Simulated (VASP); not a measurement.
# NaTiO2 (R-3m) in VASP: notebook

NaTiO2 is run at these levels: LDA; tasks: single point.

Everything below comes from runs of VASP 6.6.1. Logs are shortened: lines on timing, memory, paths and dates and some standing lists are left out, and cuts for length are marked.

### Step 1. The cell of the first run

It takes space group R-3m (No. 166, trigonal). The conventional cell has a = 3.013 Å, b = 3.013 Å, c = 16.197 Å, α = 90.00°, β = 90.00°, γ = 120.00°. Within 3.3 Å of Na (site symmetry -3m) lie 6 O at 2.35 Å and 6 Na at 3.01 Å and 6 Ti at 3.21 Å. Within 2.7 Å of Ti (site symmetry -3m) lie 6 O at 2.07 Å. Within 2.7 Å of O (site symmetry 3m) lie 3 Ti at 2.07 Å and 3 Na at 2.35 Å.

### Step 2. Single point, LDA, collinear spin

Contents of INCAR:

```
SYSTEM = NaTiO2
PREC = Accurate
ENCUT = 520
EDIFF = 1E-7
ISMEAR = -1
SIGMA = 0.03
LREAL = .False.
LASPH = .True.
NELM = 150
ALGO = Normal
ISIF = 2
LWAVE = .False.
LCHARG = .False.
ISPIN = 2
MAGMOM = 0 0.5 0 0
LORBIT = 11
NUPDOWN = 0.5
LMAXMIX = 4
GGA = CA
NBANDS = 28
```

Contents of KPOINTS:

```
Automatic mesh
0
Gamma
  10 10 10
  0 0 0
```

Contents of POSCAR:

```
NaTiO2
1.0
    1.5065914500      0.8698309792      5.3990454898
   -1.5065914500      0.8698309792      5.3990454898
    0.0000000000     -1.7396619584      5.3990454898
Na Ti O
1 1 2
Direct
    0.0000000000      0.0000000000      0.0000000000
    0.5000000000      0.5000000000      0.5000000000
    0.7638036100      0.7638036100      0.7638036100
    0.2361963900      0.2361963900      0.2361963900
```

Potentials or basis: VASP PAW LDA potentials, release 64 (Na_pv, Ti_sv, O).

Launch:

```bash
$ cat potpaw_LDA.64/Na_pv/POTCAR potpaw_LDA.64/Ti_sv/POTCAR potpaw_LDA.64/O/POTCAR > POTCAR
$ mpirun -np 1 vasp_std > vasp.out
```

OUTCAR:

```text
SYSTEM = NaTiO2
   PREC = Accurate
   ENCUT = 520
   EDIFF = 1E-7
   ISMEAR = -1
   LREAL = .False.
   LASPH = .True.
   NELM = 150
   ISIF = 2
   ISPIN = 2
   LORBIT = 11
   NUPDOWN = 0.5
   GGA = CA

 ion  position               nearest neighbor table
   1  0.000  0.000  0.000-   3 2.35   4 2.35   3 2.35   3 2.35   4 2.35   4 2.35
   2  0.500  0.500  0.500-   4 2.07   3 2.07   4 2.07   4 2.07   3 2.07   3 2.07
   3  0.764  0.764  0.764-   2 2.07   2 2.07   2 2.07   1 2.35   1 2.35   1 2.35
   4  0.236  0.236  0.236-   2 2.07   2 2.07   2 2.07   1 2.35   1 2.35   1 2.35

  LATTYP: Found a trigonal (rhomboedric) cell.
 ALAT       =     5.6723994862
 COS(alpha) =     0.8589128780

  Lattice vectors:

 A1 = (   1.5065914500,   0.8698309792,   5.3990454898)
 A2 = (  -1.5065914500,   0.8698309792,   5.3990454898)
 A3 = (   0.0000000000,  -1.7396619584,   5.3990454898)

Analysis of symmetry for initial positions (statically):
=====================================================================
 Subroutine PRICEL returns:
 Original cell was already a primitive cell.

 Routine SETGRP: Setting up the symmetry group for a
 trigonal (rhombohedral) supercell.

 Subroutine GETGRP returns: Found 12 space group operations
 (whereof 12 operations were pure point group operations)
 out of a pool of 12 trial point group operations.

The static configuration has the point symmetry D_3d.

Analysis of symmetry for dynamics (positions and initial velocities):
=====================================================================
 Subroutine PRICEL returns:
 Original cell was already a primitive cell.

 Routine SETGRP: Setting up the symmetry group for a
 trigonal (rhombohedral) supercell.

 Subroutine GETGRP returns: Found 12 space group operations
 (whereof 12 operations were pure point group operations)
 out of a pool of 12 trial point group operations.

The dynamic configuration has the point symmetry D_3d.

Analysis of structural, dynamic, and magnetic symmetry:
=====================================================================
 Subroutine PRICEL returns:
 Original cell was already a primitive cell.

 Routine SETGRP: Setting up the symmetry group for a
 trigonal (rhombohedral) supercell.

 Subroutine GETGRP returns: Found 12 space group operations
 (whereof 12 operations were pure point group operations)
 out of a pool of 12 trial point group operations.

The overall configuration has the point symmetry D_3d.

 Subroutine INISYM returns: Found 12 space group operations
 (whereof 12 operations are pure point group operations),
 and found     1 'primitive' translations

----------------------------------------------------------------------------------------

                                     Primitive cell

  volume of cell :      42.4520

  direct lattice vectors                    reciprocal lattice vectors
     1.506591450  0.869830979  5.399045490     0.331874975  0.191608106  0.061739308
    -1.506591450  0.869830979  5.399045490    -0.331874975  0.191608106  0.061739308
     0.000000000 -1.739661958  5.399045490     0.000000000 -0.383216212  0.061739308

  length of vectors
     5.672399486  5.672399486  5.672399486     0.388157710  0.388157710  0.388157710

  position of ions in fractional coordinates (direct lattice)
     0.000000000  0.000000000  0.000000000
     0.500000000  0.500000000  0.500000000
     0.763803610  0.763803610  0.763803610
     0.236196390  0.236196390  0.236196390

  ion indices of the primitive-cell ions
   primitive index   ion index
                 1           1
                 2           2
                 3           3
                 4           4

----------------------------------------------------------------------------------------

 KPOINTS: Automatic mesh

Automatic generation of k-mesh.
 Grid dimensions read from file:
 generate k-points for:   10   10   10

 Generating k-lattice:

  Cartesian coordinates                     Fractional coordinates (reciprocal lattice)
     0.033187498  0.019160811  0.006173931     0.100000000 -0.000000000  0.000000000
    -0.033187498  0.019160811  0.006173931    -0.000000000  0.100000000  0.000000000
     0.000000000 -0.038321621  0.006173931     0.000000000  0.000000000  0.100000000

  Length of vectors
     0.038815771  0.038815771  0.038815771

  Shift w.r.t. Gamma in fractional coordinates (k-lattice)
     0.000000000  0.000000000  0.000000000

 Subroutine IBZKPT returns following result:
 ===========================================

 Found    116 irreducible k-points:

 Following reciprocal coordinates:
            Coordinates               Weight
  0.000000  0.000000  0.000000      1.000000
  0.100000  0.000000  0.000000      6.000000
  0.200000  0.000000  0.000000      6.000000
  0.300000 -0.000000  0.000000      6.000000
  0.400000  0.000000  0.000000      6.000000
  0.500000 -0.000000  0.000000      3.000000
[... 16 lines left out ...]
  0.300000  0.300000  0.000000      6.000000
  0.400000  0.300000  0.000000     12.000000
 [... further k-points ...]
   k-points           NKPTS =    116   k-points in BZ     NKDIM =    116   number of bands    NBANDS=     28
   number of dos      NEDOS =    301   number of ions     NIONS =      4
   total plane-waves  NPLWV =  74088
   dimension x,y,z NGX =    42 NGY =   42 NGZ =   42
   dimension x,y,z NGXF=    84 NGYF=   84 NGZF=   84
   ions per type =               1   1   2
   NGX,Y,Z   is equivalent  to a cutoff of  12.31, 12.31, 12.31 a.u.
   NGXF,Y,Z  is equivalent  to a cutoff of  24.62, 24.62, 24.62 a.u.
 SYSTEM =  NaTiO2
   PREC   = accura    normal or accurate (medium, high low for compatibility)
   ISTART =      0    job   : 0-new  1-cont  2-samecut
   ICHARG =      2    charge: 1-file 2-atom 10-const
   ISPIN  =      2    spin polarized calculation?
   LNONCOLLINEAR =      F non collinear calculations
   LSORBIT =      F    spin-orbit coupling
   LASPH  =      T    aspherical Exc in radial PAW
   ENCUT  =  520.0 eV  38.22 Ry    6.18 a.u.  10.55 10.55 10.55*2*pi/ulx,y,z
   NELM   =    150;   NELMIN=  2; NELMDL= -5     # of ELM steps
   EDIFF  = 0.1E-06   stopping-criterion for ELM
   LREAL  =      F    real-space projection
   EDIFFG = 0.1E-05   stopping-criterion for IOM
   NSW    =      0    number of steps for IOM
   IBRION =     -1    ionic relax: 0-MD 1-quasi-New 2-CG
   NFREE  =      0    steps in history (QN), initial steepest desc. (CG)
   ISIF   =      2    stress and relaxation
   ISYM   =      2    0-nonsym 1-usesym 2-fastsym
   POTIM  = 0.5000    time-step for ionic-motion
   TEBEG  =    0.0;   TEEND  =   0.0 temperature during run
   PSTRESS=    0.0 pullay stress
   NELECT =      31.0000    total number of electrons
   NUPDOWN=       0.5000    fix difference up-down
   EMIN   =  10.00;   EMAX   =-10.00  energy-range for DOS
   EFERMI =   0.00;   METHOD = LEGACY
   ISMEAR =    -1;   SIGMA  =   0.03  broadening in eV -4-tet -1-fermi 0-gaus
   EFERMI_NEDOS =   21; number of points for ismear=-14 and -15
   IALGO  =     38    algorithm
   IMIX   =      4    mixing-type and parameters
     AMIX     =   0.40;   BMIX     =  1.00
     AMIX_MAG =   1.60;   BMIX_MAG =  1.00
  volume/ion in A,a.u.               =      10.61        71.62
  Fermi-wavevector in a.u.,A,eV,Ry     =   1.474221  2.785873 29.569908  2.173327
  Thomas-Fermi vector in A             =   2.589019
   LORBIT       =     11    0 simple, 1 ext, 2 COOP (PROOUT), +10 PAW based schemes
   GGA     = CA    functional components
   LHFCALC =     F    Hartree Fock is set to
   AEXX    =    0.0000 exact exchange contribution
   IVDW    =     0    specifies the selected vdW correction
   LEPSILON=     F    determine dielectric tensor
   LRPA    =     F    only Hartree local field effects (RPA)
 spin polarized calculation
  energy-cutoff  :      520.00
  volume of cell :       42.45
 maximum number of plane-waves:      1179
   NGX = 21   NGY = 21   NGZ = 21

 number of electron      31.0000001 magnetization       0.5000000

 Free energy of the ion-electron system (eV)
  ---------------------------------------------------
  ext. energy  EPLUGINS =         0.00000000
  ---------------------------------------------------
  free energy    TOTEN  =       -31.78047948 eV

  energy without entropy =      -31.77253117  energy(sigma->0) =      -31.77650532

 E-fermi :   6.9530     XC(G=0): -11.7460

 val. band max:        7.0667326042   @ k =   0.4000   0.3000   0.2000
 cond. band min:       6.9594698691   @ k =   0.3000   0.3000   0.0000
 fundamental gap:     -0.1072627351
 Fermi energy:         7.0705199487

 spin component 1

 k-point     1 :       0.0000    0.0000    0.0000
  band No.  band energies     occupation
      1     -50.7365      1.00000
      2     -27.3911      1.00000
      3     -27.2037      1.00000
      4     -27.2037      1.00000
      5     -17.3254      1.00000
      6     -17.1663      1.00000
[... 19 lines left out ...]
     26      22.6056      0.00000
     27      22.9616      0.00000
[... 667 lines left out ...]
      5     -17.3880      1.00000
      6     -17.2409      1.00000
[... 19 lines left out ...]
     26      21.3824      0.00000
     27      21.9255      0.00000

 [... further k-points ...]

 spin component 2

 k-point     1 :       0.0000    0.0000    0.0000
  band No.  band energies     occupation
      1     -50.3671      1.00000
      2     -27.0191      1.00000
      3     -26.8481      1.00000
      4     -26.8481      1.00000
      5     -17.3239      1.00000
      6     -17.1656      1.00000
[... 19 lines left out ...]
     26      22.7207      0.00000
     27      23.0237      0.00000
[... 667 lines left out ...]
      5     -17.3865      1.00000
      6     -17.2403      1.00000
[... 19 lines left out ...]
     26      21.4499      0.00000
     27      22.0495      0.00000

 [... further k-points ...]

 [bands above 27 left out]

------------------------ aborting loop because EDIFF is reached ----------------------------------------

  FORCE on cell =-STRESS in cart. coord.  units (eV):
  Direction    XX          YY          ZZ          XY          YZ          ZX
  --------------------------------------------------------------------------------------
  -------------------------------------------------------------------------------------
  Total       -2.7279017     -2.7279017     -1.4361503      0.0000000     -0.0000000     -0.0000000
  in kB     -102.9533979   -102.9533979    -54.2015714      0.0000000     -0.0000000     -0.0000000
  external PRESSURE =     -86.7027891 kB  Pullay stress =       0.0000000 kB

 VOLUME and BASIS-vectors are now :
 -----------------------------------------------------------------------------
  energy-cutoff  :      520.00
  volume of cell :       42.45
      direct lattice vectors                 reciprocal lattice vectors
     1.506591450  0.869830979  5.399045490     0.331874975  0.191608106  0.061739308
    -1.506591450  0.869830979  5.399045490    -0.331874975  0.191608106  0.061739308
     0.000000000 -1.739661958  5.399045490     0.000000000 -0.383216212  0.061739308

 POSITION                                       TOTAL-FORCE (eV/Angst)
 -----------------------------------------------------------------------------------
      0.00000      0.00000      0.00000        -0.000000     -0.000000      0.000000
      0.00000      0.00000      8.09857         0.000000      0.000000      0.000000
      0.00000      0.00000     12.37143        -0.000000      0.000000      0.238825
      0.00000      0.00000      3.82571        -0.000000      0.000000     -0.238825
 -----------------------------------------------------------------------------------
    total drift:                                0.000000      0.000000     -0.000000

  FREE ENERGIE OF THE ION-ELECTRON SYSTEM (eV)
  ---------------------------------------------------
  free  energy   TOTEN  =       -31.7804794786 eV

  energy  without entropy=      -31.7725311710  energy(sigma->0) =      -31.77650532

 total charge

# of ion       s       p       d       tot
------------------------------------------
    1        0.068   6.010   0.000   6.078
    2        2.182   6.209   1.891  10.282
    3        1.544   3.463   0.000   5.007
    4        1.544   3.463   0.000   5.007
--------------------------------------------------
tot          5.339  19.145   1.891  26.375

 magnetization (x)

# of ion       s       p       d       tot
------------------------------------------
    1        0.000  -0.000   0.000   0.000
    2        0.004   0.003   0.395   0.401
    3       -0.000   0.009   0.000   0.009
    4       -0.000   0.009   0.000   0.009
--------------------------------------------------
tot          0.004   0.020   0.395   0.419
```

It took 11 min on 1 thread of Intel Xeon Platinum 8488C (Sapphire Rapids), shared host; peak memory 0.37 GiB.

Results:

| Quantity | Value |
| --- | --- |
| Free energy | -31.7805 eV |
| Pressure | -8.7 GPa |
| Largest force | 0.239 eV/Å |
| Net moment | 0.50 μB per cell |
| Site moments | Na +0.00; Ti +0.40; O +0.01 μB |
| Valence electrons inside the program's atomic spheres | Na 6.08; Ti 10.28; O 5.01 |

Forces in eV/Å, atoms in the order of the input:
```
Na   0.000  0.000  0.000
Ti   0.000  0.000  0.000
O    0.000  0.000  0.239
O    0.000  0.000 -0.239
```

Stress tensor (GPa, compression positive):
```
-10.30   0.00   0.00
  0.00 -10.30   0.00
  0.00   0.00  -5.42
```

Caveat: the cell stands under tension; the total moment is fixed, so each spin has its own Fermi level.

### Step 3. Single point, LDA, collinear spin

Contents of INCAR:

```
PREC = Accurate ; ENCUT = 520
EDIFF = 1E-7 ; ISMEAR = -1
SIGMA = 0.03 ; LREAL = False
LASPH = True ; NELM = 150
ALGO = Normal ; ISIF = 2
LWAVE = False ; LCHARG = False
ISPIN = 2 ; MAGMOM = 0 0.75 0 0
LORBIT = 11 ; NUPDOWN = 0.75
LMAXMIX = 4 ; NBANDS = 28
```

Contents of KPOINTS:

```
regular mesh
0
Gamma
  10 10 10
```

POSCAR is that of step 2.

Potentials or basis: VASP PAW LDA potentials, release 64 (Na_pv, Ti_sv, O).

Launch:

```bash
$ cat potpaw_LDA.64/Na_pv/POTCAR potpaw_LDA.64/Ti_sv/POTCAR potpaw_LDA.64/O/POTCAR > POTCAR
$ mpirun -np 1 vasp_std > vasp.out
```

OUTCAR:

```text
PREC = Accurate
   ENCUT = 520
   EDIFF = 1E-7
   ISMEAR = -1
   LREAL = False
   LASPH = True
   NELM = 150
   ISIF = 2
   ISPIN = 2
   LORBIT = 11
   NUPDOWN = 0.75

 ion  position               nearest neighbor table
   1  0.000  0.000  0.000-   3 2.35   4 2.35   3 2.35   3 2.35   4 2.35   4 2.35
   2  0.500  0.500  0.500-   4 2.07   3 2.07   4 2.07   4 2.07   3 2.07   3 2.07
   3  0.764  0.764  0.764-   2 2.07   2 2.07   2 2.07   1 2.35   1 2.35   1 2.35
   4  0.236  0.236  0.236-   2 2.07   2 2.07   2 2.07   1 2.35   1 2.35   1 2.35

  LATTYP: Found a trigonal (rhomboedric) cell.
 ALAT       =     5.6723994862
 COS(alpha) =     0.8589128780

  Lattice vectors:

 A1 = (   1.5065914500,   0.8698309792,   5.3990454898)
 A2 = (  -1.5065914500,   0.8698309792,   5.3990454898)
 A3 = (   0.0000000000,  -1.7396619584,   5.3990454898)

Analysis of symmetry for initial positions (statically):
=====================================================================
[... 1647 lines left out ...]

  FORCE on cell =-STRESS in cart. coord.  units (eV):
  Direction    XX          YY          ZZ          XY          YZ          ZX
  --------------------------------------------------------------------------------------
  -------------------------------------------------------------------------------------
  Total       -2.4704572     -2.4704572     -1.5783669      0.0000000      0.0000000      0.0000000
  in kB      -93.2372178    -93.2372178    -59.5689499      0.0000000      0.0000000      0.0000000
  external PRESSURE =     -82.0144618 kB  Pullay stress =       0.0000000 kB

 VOLUME and BASIS-vectors are now :
 -----------------------------------------------------------------------------
  energy-cutoff  :      520.00
  volume of cell :       42.45
      direct lattice vectors                 reciprocal lattice vectors
     1.506591450  0.869830979  5.399045490     0.331874975  0.191608106  0.061739308
    -1.506591450  0.869830979  5.399045490    -0.331874975  0.191608106  0.061739308
     0.000000000 -1.739661958  5.399045490     0.000000000 -0.383216212  0.061739308

 POSITION                                       TOTAL-FORCE (eV/Angst)
 -----------------------------------------------------------------------------------
      0.00000      0.00000      0.00000         0.000000     -0.000000      0.000000
      0.00000      0.00000      8.09857         0.000000     -0.000000      0.000000
      0.00000      0.00000     12.37143         0.000000      0.000000      0.313286
      0.00000      0.00000      3.82571         0.000000      0.000000     -0.313286
 -----------------------------------------------------------------------------------
    total drift:                                0.000000      0.000000     -0.000000

  FREE ENERGIE OF THE ION-ELECTRON SYSTEM (eV)
  ---------------------------------------------------
  free  energy   TOTEN  =       -31.7616124631 eV

  energy  without entropy=      -31.7558485857  energy(sigma->0) =      -31.75873052

 total charge

# of ion       s       p       d       tot
------------------------------------------
    1        0.068   6.010   0.000   6.078
    2        2.182   6.208   1.894  10.284
    3        1.544   3.465   0.000   5.009
    4        1.544   3.465   0.000   5.009
--------------------------------------------------
tot          5.338  19.147   1.894  26.380

 magnetization (x)

# of ion       s       p       d       tot
------------------------------------------
    1        0.001  -0.000   0.000   0.000
    2        0.006   0.004   0.589   0.598
    3       -0.000   0.014   0.000   0.014
    4       -0.000   0.014   0.000   0.014
--------------------------------------------------
tot          0.006   0.032   0.589   0.626
```

stdout:

```text
POSCAR found type information on POSCAR NaTiO
 POSCAR found :  3 types and       4 ions
 scaLAPACK will be used
 LDA part: xc-table for (Slater(with rela. corr.)+CA(PZ))
 , standard interpolation
 POSCAR, INCAR and KPOINTS ok, starting setup
 FFT: planning ... GRIDC
 FFT: planning ... GRID_SOFT
 FFT: planning ... GRID
 WAVECAR not read
 entering main loop
```

Wall time 11 min (1 thread of Intel Xeon Platinum 8488C (Sapphire Rapids), shared host); peak memory 0.37 GiB.

What came out:

- Free energy: -31.7616 eV
- Pressure: -8.2 GPa
- Largest force: 0.313 eV/Å
- Net moment: 0.75 μB per cell
- Site moments: Na +0.00; Ti +0.60; O +0.01 μB
- Valence electrons inside the program's atomic spheres: Na 6.08; Ti 10.28; O 5.01

Forces in eV/Å, atoms in the order of the input:
```
Na   0.000  0.000  0.000
Ti   0.000  0.000  0.000
O    0.000  0.000  0.313
O    0.000  0.000 -0.313
```

Stress tensor (GPa, compression positive):
```
-9.32  0.00  0.00
 0.00 -9.32  0.00
 0.00  0.00 -5.96
```

Caveat: the cell stands under tension; the total moment is fixed, so each spin has its own Fermi level.
